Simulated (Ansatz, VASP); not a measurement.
## Two plane-wave programs on Sn

The input POSCAR:

```
Sn
1.0
    0.0000000000      3.2844597802      3.2844597802
    3.2844597802      0.0000000000      3.2844597802
    3.2844597802      3.2844597802      0.0000000000
Sn
2
Direct
    0.0000000000      0.0000000000      0.0000000000
    0.2500000000      0.2500000000      0.2500000000
```

File INCAR.step1:

```
SYSTEM = Sn
PREC = Accurate
ENCUT = 520
EDIFF = 1E-5
ISMEAR = -1
SIGMA = 0.02
LREAL = .False.
LASPH = .True.
NELM = 60
ALGO = Normal
ISIF = 2
LWAVE = .True.
LCHARG = .False.
NBANDS = 21
GGA = PE
```

The input INCAR.step2:

```
SYSTEM = Sn
PREC = Accurate
ENCUT = 520
EDIFF = 1E-6
ISMEAR = -1
SIGMA = 0.02
LREAL = .False.
LASPH = .True.
NELM = 60
ALGO = Normal
ISIF = 2
LWAVE = .False.
LCHARG = .False.
GGA = PE
LHFCALC = .True.
HFSCREEN = 0.2079
PRECFOCK = Normal
NBANDS = 21
ISTART = 1
```

Contents of KPOINTS:

```
regular mesh
0
Gamma
  4 4 4
  0 0 0
```

Input for Ansatz:

```yaml
crystal:
  lattice:
    - [0.0, 3.2844597802, 3.2844597802]
    - [3.2844597802, 0.0, 3.2844597802]
    - [3.2844597802, 3.2844597802, 0.0]
  atoms:
    - { symbol: Sn, position: [0.0, 0.0, 0.0] }
    - { symbol: Sn, position: [0.25, 0.25, 0.25] }
kpoints:
  mp_grid: { grid: [4, 4, 4] }
  band_path:
    path:
      - [0.0, 0.0, 0.0]
      - [0.5, 0.0, 0.5]
      - [0.625, 0.25, 0.625]
      - [0.375, 0.375, 0.75]
      - [0.5, 0.5, 0.5]
      - [0.5, 0.25, 0.75]
      - [0.0, 0.0, 0.5]
    npoints: 1
hamiltonian:
  xc: hse06
scf:
  occupations: { method: fermi_dirac, width: 0.02 }
  n_extra_bands: 4
output:
  forces: true
  stress: true
  eigenvalues: true
```

Alike in both runs: task single point; functional HSE06; k mesh 4 × 4 × 4; occupations fermi-dirac, width 0.02 eV; no spin polarisation.

```csv
,VASP,Ansatz
version,VASP 6.6.1,Ansatz 0.2.0
potentials or method,"VASP PAW PBE potentials, release 64 (Sn_d)","plane waves, PAW"
plane-wave cutoff (eV),520,420
valence electrons in the cell,28,28
```

```csv
,VASP,Ansatz,Ansatz less VASP
pressure (GPa),0.2,0.2,+0.05
```

Ansatz's warnings: filled band counts differ across k points, stress exchange threshold loose, stress scf threshold loose.

The k mesh is coarse, so the values compare programs but aren't converged.
